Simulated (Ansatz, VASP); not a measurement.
Two plane-wave programs on W2C3

```xyz
10
Lattice="3.1822 0.0000 0.0000 -1.5911 2.7559 0.0000 0.0000 0.0000 14.2650" Properties=species:S:1:pos:R:3 pbc="T T T"
W     1.5911    0.9186    9.1439
W     1.5911    0.9186   12.2537
W     0.0000    1.8372    5.1211
W     0.0000    1.8372    2.0114
C     1.5911    0.9186    6.7331
C     0.0000    1.8372    7.5319
C     0.0000    1.8372   10.6988
C     0.0000    1.8372   13.8656
C     1.5911    0.9186    0.3994
C     1.5911    0.9186    3.5663
```

Alike in both runs: task relaxation of cell and atoms; functional PBE; k mesh 6 × 6 × 2; occupations gaussian, width 0.2 eV; no spin polarisation.

|  | VASP | Ansatz |
| --- | --- | --- |
| version | VASP 6.6.1 | Ansatz 0.2.0 |
| potentials or method | VASP PAW PBE potentials, release 64 (W_sv, C), cutoff 600 eV | scalar-relativistic, plane waves, PAW |
| valence electrons in the cell | 80 | 80 |

```tsv
	VASP	Ansatz	Ansatz less VASP
gap on the k mesh at the Fermi level, each at its own relaxed structure (eV)	none	none	-
relaxed volume (Å³/atom)	9.73	9.72	-0.015
relaxed cell length with the largest relative difference (Å)	12.839	12.823	-0.0161
```

A gap of «none» marks a metal or a gap that the smearing closes.

The k mesh is coarse, so the values compare programs but aren't converged. Neither program's run includes spin-orbit coupling. Noted on VASP's run: the volume moved by over 15 % at a fixed basis, so the end points are rough.
